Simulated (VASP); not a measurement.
Runs of VASP 6.6.1 on Ti. The structure is that of space group P6_3/mmc (No. 194), or close to it. The cells are those of the table. 

```csv
cell,k mesh,gap on the mesh (eV),pressure (GPa)
"a = 3.033, b = 3.033, c = 9.705 Å, angles 90.0, 90.0, 120.0°, 4 atoms",14 × 14 × 4,none,(a)
"a = 2.956, b = 2.956, c = 9.459 Å, angles 90.0, 90.0, 120.0°, 4 atoms",16 × 16 × 5,none,0.0
"a = 2.956, b = 2.956, c = 9.459 Å, angles 90.0, 90.0, 120.0°, 4 atoms",14 × 14 × 4,none,0.0
"a = 2.995, b = 2.995, c = 9.584 Å, angles 90.0, 90.0, 120.0°, 4 atoms",14 × 14 × 4,none,-3.7
"a = 2.833, b = 2.833, c = 9.065 Å, angles 90.0, 90.0, 120.0°, 4 atoms",14 × 14 × 4,none,16.3
```

Alike in all rows: task single point; level BLYP; potentials or basis VASP PAW PBE potentials, release 64 (Ti_sv); no spin polarisation; cutoff (eV) 520; smearing fermi-dirac 0.1 eV.

**Question.** Fill in the values left out.

**Answer.** (a) -6.8.

Caveats: the PAW data sets were made with another functional, which shifts forces and pressure a little; the cell stands under tension (at least some runs); the cell stands under pressure (at least some runs).

A gap of «none» marks levels without a gap at the run's occupations.
